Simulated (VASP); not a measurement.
A run of VASP 6.6.1:

File POSCAR:

```
HfIn4SiO6
1.0
    5.2774300000      0.0000000000      0.0000000000
   -2.6387200000      4.5703900000      0.0000000000
    0.0000000000      0.0000000000     10.5590500000
Hf In Si O
1 4 1 6
Direct
    0.0000000000      0.0000000000      0.0000000000
    0.3333300000      0.6666700000      0.3044600000
    0.3333300000      0.6666700000      0.6955400000
    0.6666700000      0.3333300000      0.7891900000
    0.6666700000      0.3333300000      0.2108100000
    0.3333300000      0.6666700000      0.0000000000
    0.3063400000      0.3716200000      0.8997200000
    0.6283800000      0.6936600000      0.1002800000
    0.6283800000      0.9347100000      0.8997200000
    0.0652900000      0.3716200000      0.1002800000
    0.0652900000      0.6936600000      0.8997200000
    0.3063400000      0.9347100000      0.1002800000
```

Contents of INCAR.step1:

```
SYSTEM = HfIn4SiO6
ALGO     = Normal         ! electronic algorithm
EDIFF    = 1E-5           ! SCF threshold, eV
ENCUT    = 520            ! plane-wave cutoff, eV
GGA      = PE             ! functional
ISIF     = 2              ! what is computed and relaxed
ISMEAR   = -1             ! smearing method
LASPH    = .True.         ! aspherical terms in the spheres
LCHARG   = .False.        ! write CHGCAR
LREAL    = .False.        ! projectors in reciprocal space
LUSENCCL = .False.      
LWAVE    = .True.         ! write WAVECAR
NBANDS   = 63             ! bands
NELM     = 80             ! most SCF steps
PREC     = Accurate       ! precision mode
SIGMA    = 0.05           ! smearing width, eV
```

Contents of INCAR.step2:

```
SYSTEM = HfIn4SiO6
AEXX     = 0.25           ! exact-exchange fraction
ALGO     = Normal         ! electronic algorithm
EDIFF    = 1E-7           ! SCF threshold, eV
ENCUT    = 520            ! plane-wave cutoff, eV
GGA      = PE             ! functional
HFSCREEN = 0.3            ! screening, 1/A
ISIF     = 2              ! what is computed and relaxed
ISMEAR   = -1             ! smearing method
ISTART   = 1            
LASPH    = .True.         ! aspherical terms in the spheres
LCHARG   = .False.        ! write CHGCAR
LHFCALC  = .True.         ! exact exchange
LREAL    = .False.        ! projectors in reciprocal space
LUSENCCL = .False.      
LWAVE    = .False.        ! write WAVECAR
NBANDS   = 63             ! bands
NELM     = 80             ! most SCF steps
PREC     = Accurate       ! precision mode
PRECFOCK = Fast         
SIGMA    = 0.05           ! smearing width, eV
```

The input KPOINTS:

```
k-points
0
Gamma
  3 3 1
  0 0 0
```

Potentials or basis: VASP PAW PBE potentials, release 64 (Hf_pv, In_d, Si, O).

Command:

```bash
$ cat potpaw_PBE.64/Hf_pv/POTCAR potpaw_PBE.64/In_d/POTCAR potpaw_PBE.64/Si/POTCAR potpaw_PBE.64/O/POTCAR > POTCAR
$ cp INCAR.step1 INCAR
$ mpirun -np 1 vasp_std > vasp.out
$ cp INCAR.step2 INCAR
$ mpirun -np 1 vasp_std > vasp.out
```

Hardware: 1 × NVIDIA H100 80GB with 1 thread of AMD EPYC 7R13 Processor (Zen 3) (shared host).

Q: How long does it take, and how much memory?

A: Wall time 13 min on 1 × NVIDIA H100 80GB with 1 thread of AMD EPYC 7R13 Processor (Zen 3), with other jobs on the host, peak memory 1.4 GiB. Counts: k points 4.
